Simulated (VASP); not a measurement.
**TiTe2: relaxation of cell and atoms with PBE+D3(BJ)**

Crystal: TiTe2.

```
Ti Te
1.0
     3.59233    0.00000    0.00000
    -1.79616    3.11105    0.00000
     0.00000    0.00000    6.17707
Ti Te
1 2
Direct
  0.00000 0.00000 0.00000
  0.66667 0.33333 0.28176
  0.33333 0.66667 0.71824
```

- Program: VASP 6.6.1
- Task: relaxation of cell and atoms
- Functional: PBE
- Dispersion: D3(BJ)
- Potentials or basis: VASP PAW PBE potentials, release 64 (Ti_sv, Te)
- Cutoff: 600 eV
- k mesh: 15 × 15 × 8
- Occupations: fermi-dirac, width 0.15 eV
- Spin: no spin polarisation
- Target pressure: 15 GPa
- Dipole correction: no
- Further INCAR settings: ALGO = Normal; EDIFF = 1e-06; IBRION = 2; EDIFFG = -0.001; NSW = 80; ISIF = 3

The relaxed volume is 20.60 Å³/atom and the relaxed cell is a = 3.447 Å, b = 3.447 Å, c = 6.004 Å, α = 90.00°, β = 90.00°, γ = 120.00°. The space group after relaxing (to 0.1 Å) is P-3m1 (No. 164), the energy change on relaxing (the run minimises the enthalpy) is +142.3 meV/atom and the ionic steps are 23. The pressure after relaxing is 15.0 GPa. The band gap on the k mesh is zero (bands 12 and 13 overlap by 1.07 eV) and the dispersion energy per atom is -0.640 eV.

The path:
| step | energy change (eV) | largest force (eV/Å) | pressure (GPa) | volume (Å³) |
| --- | --- | --- | --- | --- |
| 1 | 0.0000 | 0.0114 | 4.89 | 69.03 |
| 2 | 1.5169 | 2.2577 | 36.21 | 55.51 |
| 3 | 0.3402 | 0.7965 | 14.59 | 63.26 |
| 4 | 0.3567 | 0.8239 | 14.99 | 63.09 |
| 5 | 0.3968 | 0.3237 | 15.10 | 62.19 |
| 6 | 0.4360 | 0.0353 | 15.23 | 61.70 |
| 7 | 0.4385 | 0.0188 | 15.22 | 61.67 |
| 8 | 0.4151 | 0.0236 | 14.69 | 61.92 |
| 9 | 0.4258 | 0.0041 | 14.93 | 61.81 |
| 10 | 0.4268 | 0.0014 | 14.99 | 61.80 |
| 11 | 0.4271 | 0.0028 | 15.00 | 61.80 |
| 12 | 0.4270 | 0.0028 | 14.99 | 61.80 |
| 13 | 0.4269 | 0.0019 | 15.00 | 61.80 |
| 14 | 0.4270 | 0.0027 | 14.98 | 61.80 |
| 15 | 0.4284 | 0.0026 | 15.01 | 61.78 |
| 16 | 0.4284 | 0.0026 | 15.01 | 61.78 |
| 17 | 0.4281 | 0.0024 | 15.04 | 61.78 |
| 18 | 0.4275 | 0.0024 | 15.02 | 61.79 |
| 19 | 0.4273 | 0.0027 | 15.00 | 61.79 |
| 20 | 0.4273 | 0.0024 | 15.02 | 61.79 |
| 21 | 0.4273 | 0.0025 | 15.01 | 61.79 |
| 22 | 0.4270 | 0.0005 | 14.98 | 61.80 |
| 23 | 0.4270 | 0.0006 | 15.00 | 61.80 |

Final structure:
```
Ti Te
1.0
     3.44748    0.00000    0.00000
    -1.72374    2.98560    0.00000
     0.00000    0.00000    6.00375
Ti Te
1 2
Cartesian
  0.0000 0.0000 0.0000
  1.7237 0.9952 1.7481
  0.0000 1.9904 4.2556
```

Levels at points of the mesh, in eV from the Fermi level:
```csv
k point,band 10,band 11,band 12,band 13,band 14,band 15
"(0.00, 0.00, 0.00)",-0.13,0.63,0.63,1.43,2.04,2.04
"(0.00, 0.00, 0.50)",-1.29,0.60,0.60,1.11,1.11,1.55
```

It took 28 min on 1 thread of Intel(R) Xeon(R) Platinum 8488C (Sapphire Rapids), on a shared host, peak memory 0.43 GiB.

Caveat: the cell is relaxed towards a set pressure, so the run minimises the enthalpy, not the energy; spin-orbit coupling is left out, which moves the levels of the heavy elements.
